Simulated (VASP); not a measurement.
Input of a VASP 6.6.1 run:

The input INCAR:

```
PREC = Accurate
ENCUT = 520
EDIFF = 1E-6
ISMEAR = 0
SIGMA = 0.02
LREAL = F
LASPH = T
NELM = 60
ALGO = Normal
ISIF = 2
LWAVE = F
LCHARG = F
GGA = PE
NBANDS = 10
```

File KPOINTS:

```
regular mesh
0
Gamma
  8 8 4
```

POSCAR

```
H
1.0
    1.6724026013     -2.7651787277      0.0000000000
    1.6724026013      2.7651787277      0.0000000000
    0.0000000000      0.0000000000      6.7770098236
H
4
Direct
    0.5598267078      0.4401732922      1.0060421833
    0.4401732922      0.5598267078     -0.0060421833
    0.4401732922      0.5598267078      0.5060421833
    0.5598267078      0.4401732922      0.4939578167
```

Potentials or basis: VASP PAW PBE potentials, release 64 (H).

Launch:

```bash
$ cat potpaw_PBE.64/H/POTCAR > POTCAR
$ mpirun -np 1 vasp_std > vasp.out
```

Task: Predict the largest force.

Result: 3.812 eV/Å.

Task: Estimate the band gap on the k mesh.

Result: 9.49 eV.

Task: What does it give for the pressure?

Result: 4.3 GPa.

Stress tensor (GPa, compression positive):
```
-0.01  0.00  0.00
 0.00 12.71  0.00
 0.00  0.00  0.06
```

Caveat: the cell differs from its parent crystal (strained); forces of over 1 eV/Å act on the atoms, so gaps and moduli don't describe the material at rest. A k mesh can miss the band edges.
